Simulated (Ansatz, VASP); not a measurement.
## Two plane-wave programs on MgSe

POSCAR

```
MgSe
1.0
    0.0000000000      2.6804114708      2.6804114708
    2.6804114708      0.0000000000      2.6804114708
    2.6804114708      2.6804114708      0.0000000000
Mg Se
1 1
Direct
    0.0000000000      0.0000000000      0.0000000000
    0.5000000000      0.5000000000      0.5000000000
```

File INCAR.step1:

```
SYSTEM = MgSe
ALGO = Normal
EDIFF = 1E-5
ENCUT = 660
GGA = PE
GGA_COMPAT = .False.
ISMEAR = 0
LASPH = .True.
LCHARG = .False.
LREAL = .False.
LWAVE = .True.
NBANDS = 11
NELM = 120
PREC = Accurate
SIGMA = 0.01
```

Contents of INCAR.step2:

```
SYSTEM = MgSe
ALGO = Normal
EDIFF = 1E-6
ENCUT = 660
GGA_COMPAT = .False.
ISIF = 2
ISMEAR = 0
ISTART = 1
LASPH = .True.
LCHARG = .False.
LMIXTAU = .True.
LREAL = .False.
LWAVE = .False.
METAGGA = R2SCAN
NBANDS = 11
NELM = 120
PREC = Accurate
SIGMA = 0.01
```

File KPOINTS:

```
k-points
0
Gamma
  6 6 6
  0 0 0
```

Input for Ansatz:

```yaml
crystal:
  lattice:
    - [0.0, 2.6804114708, 2.6804114708]
    - [2.6804114708, 0.0, 2.6804114708]
    - [2.6804114708, 2.6804114708, 0.0]
  atoms:
    - { symbol: Mg, position: [0.0, 0.0, 0.0] }
    - { symbol: Se, position: [0.5, 0.5, 0.5] }
kpoints:
  mp_grid: { grid: [6, 6, 6] }
hamiltonian:
  xc: r2scan
scf:
  occupations: { method: fixed }
  n_extra_bands: 4
output:
  forces: true
  stress: true
  eigenvalues: true
```

Alike in both runs: task single point; functional r2SCAN; k mesh 6 × 6 × 6; no spin polarisation.

```csv
,VASP,Ansatz
version,VASP 6.6.1,Ansatz 0.2.0
potentials or method,"VASP PAW PBE potentials, release 64 (Mg, Se)","plane waves, PAW"
plane-wave cutoff (eV),660,500
occupations,"gaussian, width 0.01 eV",fixed
valence electrons in the cell,8,26
```

|  | VASP | Ansatz | Ansatz less VASP |
| --- | --- | --- | --- |
| gap on the k mesh at the Fermi level (eV) | 2.55 | 2.58 | +0.036 |
| pressure (GPa) | 4.3 | 4.7 | +0.33 |

VASP's potentials were made for PBE, not for r2SCAN. VASP's potentials hold 8 valence electrons a cell and Ansatz's 26, so a difference there can come from the potentials and not from the codes.
